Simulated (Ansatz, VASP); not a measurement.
# NbTe in VASP and in Ansatz

```
CELL_PARAMETERS angstrom
3.62738 0.00000 0.00000
-1.81369 3.14141 0.00000
0.00000 0.00000 3.61880
ATOMIC_POSITIONS crystal
Te 0.66667 0.33333 0.00000
Nb 0.00000 0.00000 0.50000
```

Alike in both runs: task single point; functional LDA; k mesh 8 × 8 × 7; occupations fermi-dirac, width 0.05 eV; no spin polarisation.

```csv
,VASP,Ansatz
version,VASP 6.6.1,Ansatz 0.2.0
potentials or method,"VASP PAW LDA potentials, release 64 (Te, Nb_sv)",Ansatz PAW
plane-wave cutoff (eV),520,420
valence electrons in the cell,19,29
```

VASP gave:

| Quantity | Value |
| --- | --- |
| gap on the k mesh at the Fermi level (eV) | none |
| pressure (GPa) | 0.2 |
| traceless stress, the component that is largest in VASP (GPa) | 0.99 |

Question: Estimate Ansatz's values.

Answer: gap on the k mesh at the Fermi level (eV): none; pressure (GPa): 0.2; traceless stress, the component that is largest in VASP (GPa): 1.03.

LDA's correlation is that of Perdew and Zunger in VASP and of Perdew and Wang (1992) in Ansatz. A gap of «none» marks a metal or a gap that the smearing closes. VASP's potentials hold 19 valence electrons a cell and Ansatz's 29, so a difference there can come from the potentials and not from the codes.

Spin-orbit coupling is off throughout.
